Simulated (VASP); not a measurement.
Li3S2: single point with PBE

Crystal: Li3S2.

```xyz
10
Lattice="5.7770 0.0000 0.0000 0.0000 7.4158 0.0000 0.0000 0.0000 4.1406" Properties=species:S:1:pos:R:3 pbc="T T T"
Li    1.2579    3.7079    0.0000
Li    1.6306    3.7079    2.0703
Li    4.5191    3.7079    0.0000
Li    4.1465    3.7079    2.0703
Li    0.0000    0.0000    0.0000
Li    2.8885    0.0000    2.0703
S     1.4443    1.9444    1.0351
S     1.4443    5.4714    3.1054
S     4.3328    5.4714    3.1054
S     4.3328    1.9444    1.0351
```

```yaml
Program: VASP 6.6.1
Task: single point
Functional: PBE
Potentials_or_basis: VASP PAW PBE potentials, release 64 (Li_sv, S)
Cutoff: 520 eV
k_mesh: 4 × 4 × 4
Occupations: gaussian, width 0.1 eV
Spin: no spin polarisation
```

```yaml
Largest_force: 2.148 eV/Å
Band_gap_on_the_k_mesh: zero (band 21 reaches 4.19 eV, above the bottom of band 22 at 0.72 eV)
```

Forces in eV/Å, atoms in the order of the input:
```
Li  -0.287  0.000  0.000
Li   0.287  0.000  0.000
Li   0.287  0.000  0.000
Li  -0.287  0.000  0.000
Li   0.000  0.000  0.000
Li   0.000  0.000  0.000
S    0.000 -2.148  0.000
S    0.000  2.148  0.000
S    0.000  2.148  0.000
S    0.000 -2.148  0.000
```

Levels at points of the mesh, in eV from the Fermi level:
```csv
k point,band 18,band 19,band 20,band 21,band 22,band 23,band 24,band 25
"(0.00, 0.00, 0.00)",-2.44,-1.31,-1.13,1.10,1.10,1.12,1.38,1.61
"(0.50, 0.00, 0.00)",-2.30,-1.89,-1.89,-1.82,-1.82,2.11,2.11,2.28
"(0.00, 0.50, 0.00)",-2.00,-1.42,-1.01,1.16,1.26,1.32,1.32,2.49
"(0.50, 0.50, 0.00)",-2.36,-1.92,-1.92,-1.78,-1.78,2.28,2.28,2.87
"(0.00, 0.00, 0.50)",-2.59,-2.17,-2.17,1.32,1.32,1.93,1.93,3.42
"(0.50, 0.00, 0.50)",-3.17,-2.21,-2.21,-2.16,-2.16,3.47,3.47,3.63
"(0.00, 0.50, 0.50)",-2.57,-2.18,-2.18,1.31,1.31,1.61,1.61,2.49
"(0.50, 0.50, 0.50)",-3.00,-2.17,-2.17,-2.13,-2.13,2.90,2.90,2.95
```

It took 82 s on 1 thread of Intel(R) Xeon(R) 6975P-C (Granite Rapids), on a shared host, peak memory 0.34 GiB.

Caveat: the k points lie up to 0.38 Å⁻¹ apart; forces of over 1 eV/Å act on the atoms, so gaps and moduli don't describe the material at rest.
